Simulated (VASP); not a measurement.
# GaAsSe3 (P-6m2) in VASP: single point with PBE

Aim: the single point of GaAsSe3 with PBE.

Program: VASP 6.6.1. These are calculated values, not measurements. Logs are shortened: lines on timing, memory, paths and dates and some standing lists are left out, and cuts for length are marked.

## (1) The cell of the first run

It takes space group P-6m2 (No. 187, hexagonal). Conventional cell: a = 4.246 Å, b = 4.246 Å, c = 7.873 Å, α = 90.00°, β = 90.00°, γ = 120.00°. Within 3.2 Å of Ga (site symmetry -6m2) lie 3 Se at 2.45 Å. Within 3.7 Å of As (site symmetry -6m2) lie 6 Se at 2.84 Å. Within 3.7 Å of Se (site symmetry 3m) lie 3 As at 2.84 Å and 4 Se at 2.87 to 3.50 Å and 3 Ga at 3.50 Å. Se (site symmetry -6m2) has 3 Ga at 2.45 Å within 3.2 Å.

## (2) Single point, PBE

The input, INCAR:

```
SYSTEM = GaAsSe3
ALGO     = Normal         ! electronic algorithm
EDIFF    = 1E-6           ! SCF threshold, eV
ENCUT    = 500            ! plane-wave cutoff, eV
GGA      = PE             ! functional
GGA_COMPAT= .False.      
ISIF     = 2              ! what is computed and relaxed
ISMEAR   = 0              ! smearing method
LASPH    = .True.         ! aspherical terms in the spheres
LCHARG   = .False.        ! write CHGCAR
LREAL    = .False.        ! projectors in reciprocal space
LWAVE    = .False.        ! write WAVECAR
NBANDS   = 26             ! bands
NELM     = 120            ! most SCF steps
PREC     = Accurate       ! precision mode
SIGMA    = 0.15           ! smearing width, eV
```

The input, KPOINTS:

```
k-points
0
Gamma
  3 3 2
  0 0 0
```

The input, POSCAR:

```
GaAsSe3
1.0
    4.2457823434      0.0000000000      0.0000000000
   -2.1228911717      3.6769553683      0.0000000000
    0.0000000000      0.0000000000      7.8728879270
Ga As Se
1 1 3
Direct
    0.3333333333      0.6666666667      0.5000000000
    0.6666666667      0.3333333333      0.0000000000
    0.0000000000      0.0000000000      0.8180109224
    0.0000000000      0.0000000000      0.1819890776
    0.6666666667      0.3333333333      0.5000000000
```

Potentials or basis: VASP PAW PBE potentials, release 64 (Ga_d, As, Se).

On the command line:

```
cat potpaw_PBE.64/Ga_d/POTCAR potpaw_PBE.64/As/POTCAR potpaw_PBE.64/Se/POTCAR > POTCAR
mpirun -np 1 vasp_std > vasp.out
```

OUTCAR:

```text
SYSTEM = GaAsSe3
   EDIFF = 1E-6
   ENCUT = 500
   GGA = PE
   ISIF = 2
   ISMEAR = 0
   LASPH = .True.
   LREAL = .False.
   NELM = 120
   PREC = Accurate

 ion  position               nearest neighbor table
   1  0.333  0.667  0.500-   5 2.45   5 2.45   5 2.45
   2  0.667  0.333  0.000-   3 2.84   4 2.84   3 2.84   4 2.84   3 2.84   4 2.84
   3  0.000  0.000  0.818-   2 2.84   2 2.84   2 2.84
   4  0.000  0.000  0.182-   2 2.84   2 2.84   2 2.84
   5  0.667  0.333  0.500-   1 2.45   1 2.45   1 2.45

  LATTYP: Found a hexagonal cell.
 ALAT       =     4.2457823434
 C/A-ratio  =     1.8542843910

  Lattice vectors:

 A1 = (   4.2457823434,   0.0000000000,   0.0000000000)
 A2 = (  -2.1228911717,   3.6769553683,   0.0000000000)
 A3 = (   0.0000000000,   0.0000000000,   7.8728879270)

Analysis of symmetry for initial positions (statically):
=====================================================================
 Subroutine PRICEL returns:
 Original cell was already a primitive cell.

 Routine SETGRP: Setting up the symmetry group for a
 hexagonal supercell.

 Subroutine GETGRP returns: Found 12 space group operations
 (whereof 12 operations were pure point group operations)
 out of a pool of 24 trial point group operations.

The static configuration has the point symmetry D_3h.

Analysis of symmetry for dynamics (positions and initial velocities):
=====================================================================
 Subroutine PRICEL returns:
 Original cell was already a primitive cell.

 Routine SETGRP: Setting up the symmetry group for a
 hexagonal supercell.

 Subroutine GETGRP returns: Found 12 space group operations
 (whereof 12 operations were pure point group operations)
 out of a pool of 24 trial point group operations.

The dynamic configuration has the point symmetry D_3h.

 Subroutine INISYM returns: Found 12 space group operations
 (whereof 12 operations are pure point group operations),
 and found     1 'primitive' translations

----------------------------------------------------------------------------------------

                                     Primitive cell

  volume of cell :     122.9080

  direct lattice vectors                    reciprocal lattice vectors
     4.245782343  0.000000000  0.000000000     0.235527853  0.135982069  0.000000000
    -2.122891172  3.676955368  0.000000000     0.000000000  0.271964139  0.000000000
     0.000000000  0.000000000  7.872887927     0.000000000  0.000000000  0.127018193

  length of vectors
     4.245782343  4.245782343  7.872887927     0.271964139  0.271964139  0.127018193

  position of ions in fractional coordinates (direct lattice)
     0.333333333  0.666666667  0.500000000
     0.666666667  0.333333333  0.000000000
     0.000000000  0.000000000  0.818010922
     0.000000000  0.000000000  0.181989078
     0.666666667  0.333333333  0.500000000

  ion indices of the primitive-cell ions
   primitive index   ion index
                 1           1
                 2           2
                 3           3
                 4           4
                 5           5

----------------------------------------------------------------------------------------

 KPOINTS: k-points

Automatic generation of k-mesh.
 Grid dimensions read from file:
 generate k-points for:    3    3    2

 Generating k-lattice:

  Cartesian coordinates                     Fractional coordinates (reciprocal lattice)
     0.078509284  0.045327356  0.000000000     0.333333333  0.000000000  0.000000000
     0.000000000  0.090654713  0.000000000     0.000000000  0.333333333  0.000000000
     0.000000000  0.000000000  0.063509097     0.000000000  0.000000000  0.500000000

  Length of vectors
     0.090654713  0.090654713  0.063509097

  Shift w.r.t. Gamma in fractional coordinates (k-lattice)
     0.000000000  0.000000000  0.000000000

 Subroutine IBZKPT returns following result:
 ===========================================

 Found      6 irreducible k-points:

 Following reciprocal coordinates:
            Coordinates               Weight
  0.000000  0.000000  0.000000      1.000000
  0.333333 -0.000000  0.000000      6.000000
  0.333333  0.333333  0.000000      2.000000
  0.000000  0.000000  0.500000      1.000000
  0.333333 -0.000000  0.500000      6.000000
  0.333333  0.333333  0.500000      2.000000
   k-points           NKPTS =      6   k-points in BZ     NKDIM =      6   number of bands    NBANDS=     26
   number of dos      NEDOS =    301   number of ions     NIONS =      5
   total plane-waves  NPLWV =  61440
   dimension x,y,z NGX =    32 NGY =   32 NGZ =   60
   dimension x,y,z NGXF=    64 NGYF=   64 NGZF=  120
   ions per type =               1   1   3
   NGX,Y,Z   is equivalent  to a cutoff of  12.53, 12.53, 12.67 a.u.
   NGXF,Y,Z  is equivalent  to a cutoff of  25.06, 25.06, 25.34 a.u.
 SYSTEM =  GaAsSe3
   PREC   = accura    normal or accurate (medium, high low for compatibility)
   ISTART =      0    job   : 0-new  1-cont  2-samecut
   ICHARG =      2    charge: 1-file 2-atom 10-const
   ISPIN  =      1    spin polarized calculation?
   LNONCOLLINEAR =      F non collinear calculations
   LSORBIT =      F    spin-orbit coupling
   LASPH  =      T    aspherical Exc in radial PAW
   ENCUT  =  500.0 eV  36.75 Ry    6.06 a.u.   7.74  7.74 14.35*2*pi/ulx,y,z
   NELM   =    120;   NELMIN=  2; NELMDL= -5     # of ELM steps
   EDIFF  = 0.1E-05   stopping-criterion for ELM
   LREAL  =      F    real-space projection
   EDIFFG = 0.1E-04   stopping-criterion for IOM
   NSW    =      0    number of steps for IOM
   IBRION =     -1    ionic relax: 0-MD 1-quasi-New 2-CG
   NFREE  =      0    steps in history (QN), initial steepest desc. (CG)
   ISIF   =      2    stress and relaxation
   ISYM   =      2    0-nonsym 1-usesym 2-fastsym
   POTIM  = 0.5000    time-step for ionic-motion
   TEBEG  =    0.0;   TEEND  =   0.0 temperature during run
   PSTRESS=    0.0 pullay stress
   NELECT =      36.0000    total number of electrons
   NUPDOWN=      -1.0000    fix difference up-down
   EMIN   =  10.00;   EMAX   =-10.00  energy-range for DOS
   EFERMI =   0.00;   METHOD = LEGACY
   ISMEAR =     0;   SIGMA  =   0.15  broadening in eV -4-tet -1-fermi 0-gaus
   EFERMI_NEDOS =   21; number of points for ismear=-14 and -15
   IALGO  =     38    algorithm
   IMIX   =      4    mixing-type and parameters
     AMIX     =   0.40;   BMIX     =  1.00
     AMIX_MAG =   1.60;   BMIX_MAG =  1.00
  volume/ion in A,a.u.               =      24.58       165.88
  Fermi-wavevector in a.u.,A,eV,Ry     =   1.087215  2.054539 16.082595  1.182037
  Thomas-Fermi vector in A             =   2.223370
   LORBIT       =      0    0 simple, 1 ext, 2 COOP (PROOUT), +10 PAW based schemes
   GGA     = PE    functional components
   LHFCALC =     F    Hartree Fock is set to
   AEXX    =    0.0000 exact exchange contribution
   IVDW    =     0    specifies the selected vdW correction
   LEPSILON=     F    determine dielectric tensor
   LRPA    =     F    only Hartree local field effects (RPA)
 non-spin polarized calculation
 Gauss-broadening in eV      SIGMA  =   0.15
  energy-cutoff  :      500.00
  volume of cell :      122.91
 maximum number of plane-waves:      3131
 NGX is ok and might be reduce to    32
   NGX = 15   NGY = 15   NGZ = 29

 number of electron      35.9999998 magnetization

 Free energy of the ion-electron system (eV)
  ---------------------------------------------------
  ext. energy  EPLUGINS =         0.00000000
  ---------------------------------------------------
  free energy    TOTEN  =       -17.49236377 eV

  energy without entropy =      -17.46324179  energy(sigma->0) =      -17.47780278

 E-fermi :   3.8292     XC(G=0):  -9.4572

 val. band max:        3.6973012576   @ k =   0.3333  -0.0000   0.0000
 cond. band min:       3.9545579392   @ k =   0.3333  -0.0000   0.0000
 fundamental gap:      0.2572566816
 Fermi energy:         3.8291892183

 k-point     1 :       0.0000    0.0000    0.0000
  band No.  band energies     occupation
      1     -11.6336      2.00000
      2     -11.3688      2.00000
      3     -11.3688      2.00000
      4     -11.3464      2.00000
      5     -11.3464      2.00000
      6     -10.9697      2.00000
[... 18 lines left out ...]
     25       8.4022      0.00000
     26       8.6790      0.00000

 k-point     2 :       0.3333   -0.0000    0.0000
  band No.  band energies     occupation
      1     -11.5765      2.00000
      2     -11.3887      2.00000
      3     -11.3571      2.00000
      4     -11.3479      2.00000
      5     -11.3426      2.00000
      6     -10.3071      2.00000
[... 18 lines left out ...]
     25       9.5682      0.00000
     26       9.8947      0.00000

 k-point     3 :       0.3333    0.3333    0.0000
  band No.  band energies     occupation
      1     -11.5511      2.00000
      2     -11.4050      2.00000
      3     -11.3562      2.00000
      4     -11.3544      2.00000
      5     -11.3334      2.00000
      6      -9.6876      2.00000
[... 18 lines left out ...]
     25       9.7401      0.00000
     26       9.8675      0.00000

 k-point     4 :       0.0000    0.0000    0.5000
  band No.  band energies     occupation
      1     -11.6224      2.00000
      2     -11.3688      2.00000
      3     -11.3688      2.00000
      4     -11.3464      2.00000
      5     -11.3464      2.00000
      6     -10.8175      2.00000
[... 18 lines left out ...]
     25       7.9812      0.00000
     26      10.3596      0.00000

 k-point     5 :       0.3333   -0.0000    0.5000
  band No.  band energies     occupation
      1     -11.5753      2.00000
      2     -11.3886      2.00000
      3     -11.3587      2.00000
      4     -11.3479      2.00000
      5     -11.3426      2.00000
      6     -10.1702      2.00000
[... 18 lines left out ...]
     25       9.7466      0.00000
     26      10.5799      0.00000

 k-point     6 :       0.3333    0.3333    0.5000
  band No.  band energies     occupation
      1     -11.5509      2.00000
      2     -11.4050      2.00000
      3     -11.3563      2.00000
      4     -11.3556      2.00000
      5     -11.3332      2.00000
      6      -9.6627      2.00000
[... 18 lines left out ...]
     25      10.0748      0.00000
     26      10.9497      0.00000

------------------------ aborting loop because EDIFF is reached ----------------------------------------

  FORCE on cell =-STRESS in cart. coord.  units (eV):
  Direction    XX          YY          ZZ          XY          YZ          ZX
  --------------------------------------------------------------------------------------
  -------------------------------------------------------------------------------------
  Total       -0.1788962     -0.1788962      0.5379358      0.0000000      0.0000000      0.0000000
  in kB       -2.3320160     -2.3320160      7.0123064      0.0000000      0.0000000      0.0000000
  external PRESSURE =       0.7827582 kB  Pullay stress =       0.0000000 kB

 VOLUME and BASIS-vectors are now :
 -----------------------------------------------------------------------------
  energy-cutoff  :      500.00
  volume of cell :      122.91
      direct lattice vectors                 reciprocal lattice vectors
     4.245782343  0.000000000  0.000000000     0.235527853  0.135982069  0.000000000
    -2.122891172  3.676955368  0.000000000     0.000000000  0.271964139  0.000000000
     0.000000000  0.000000000  7.872887927     0.000000000  0.000000000  0.127018193

 POSITION                                       TOTAL-FORCE (eV/Angst)
 -----------------------------------------------------------------------------------
     -0.00000      2.45130      3.93644         0.000000     -0.000000      0.000000
      2.12289      1.22565      0.00000        -0.000000      0.000000      0.000000
      0.00000      0.00000      6.44011        -0.000000      0.000000      0.009374
      0.00000      0.00000      1.43278        -0.000000      0.000000     -0.009374
      2.12289      1.22565      3.93644         0.000000      0.000000      0.000000
 -----------------------------------------------------------------------------------
    total drift:                                0.000003     -0.000002     -0.000000

  FREE ENERGIE OF THE ION-ELECTRON SYSTEM (eV)
  ---------------------------------------------------
  free  energy   TOTEN  =       -17.4923637656 eV

  energy  without entropy=      -17.4632417873  energy(sigma->0) =      -17.47780278
```

Run time: 39 s. Hardware: 1 thread of Intel Xeon 8259CL, shared host; peak memory 0.24 GiB.

Results:

```yaml
Free_energy: -17.4924 eV
Pressure: 0.1 GPa
Largest_force: 0.009 eV/Å
Band_gap_on_the_k_mesh: zero (band 18 reaches 4.17 eV, above the bottom of band 19 at 2.66 eV)
```

Forces on the atoms (eV/Å):
```
Ga   0.000  0.000  0.000
As   0.000  0.000  0.000
Se   0.000  0.000  0.009
Se   0.000  0.000 -0.009
Se   0.000  0.000  0.000
```

Stress tensor (GPa, compression positive):
```
-0.23  0.00  0.00
 0.00 -0.23  0.00
 0.00  0.00  0.70
```

Levels at points of the mesh, in eV from the Fermi level:
```csv
k point,band 14,band 15,band 16,band 17,band 18,band 19,band 20,band 21,band 22,band 23
"(0.00, 0.00, 0.00)",-2.89,-2.89,-1.86,-1.24,-1.17,-1.17,0.33,0.33,1.94,3.28
"(0.00, 0.00, 0.50)",-3.04,-2.95,-1.24,-1.24,-1.11,-1.07,0.45,0.45,1.03,3.36
```

Caveat: the k points lie up to 0.57 Å⁻¹ apart.
